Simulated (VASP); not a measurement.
Input of a VASP 6.6.1 run:

The input INCAR:

```
SYSTEM = Zn2O5
  ALGO = Normal
  EDIFF = 1E-6
  ENCUT = 520
  GGA = PE
  ISIF = 2
  ISMEAR = 0
  LASPH = .True.
  LCHARG = .True.
  LELF = .True.
  LREAL = .False.
  LVHAR = .True.
  LWAVE = .False.
  NBANDS = 36
  NELM = 100
  PREC = Accurate
  SIGMA = 0.2
```

File KPOINTS:

```
k-points
0
Gamma
  6 6 2
  0 0 0
```

Contents of POSCAR:

```
Zn2O5
1.0
    3.1743457631      0.0000000000      0.0000000000
   -1.5871728816      2.7490640712      0.0000000000
    0.0000000000      0.0000000000      8.7806302104
Zn O
2 5
Direct
    0.3333333333      0.6666666667      0.1404754600
    0.6666666667      0.3333333333      0.8595245400
    0.6666666667      0.3333333333      0.2601051071
    0.6666666667      0.3333333333      0.4152948227
    0.3333333333      0.6666666667      0.7398948929
    0.3333333333      0.6666666667      0.5847051773
    0.0000000000      0.0000000000      0.0000000000
```

Potentials or basis: VASP PAW PBE potentials, release 64 (Zn, O).

Launch:

```console
$ cat potpaw_PBE.64/Zn/POTCAR potpaw_PBE.64/O/POTCAR > POTCAR
$ mpirun -np 1 vasp_std > vasp.out
```

Q: What does it give for the largest force?

A: 0.347 eV/Å.

Q: What does it give for the pressure?

A: 0.7 GPa.

Q: Predict the band gap on the k mesh.

A: Zero (bands 27 and 28 overlap by 0.37 eV).

Stress tensor (GPa, compression positive):
```
0.13 0.00 0.00
0.00 0.13 0.00
0.00 0.00 1.71
```

Caveat: the k points lie up to 0.38 Å⁻¹ apart; semilocal functionals underestimate gaps, so a narrow gap can read as zero.
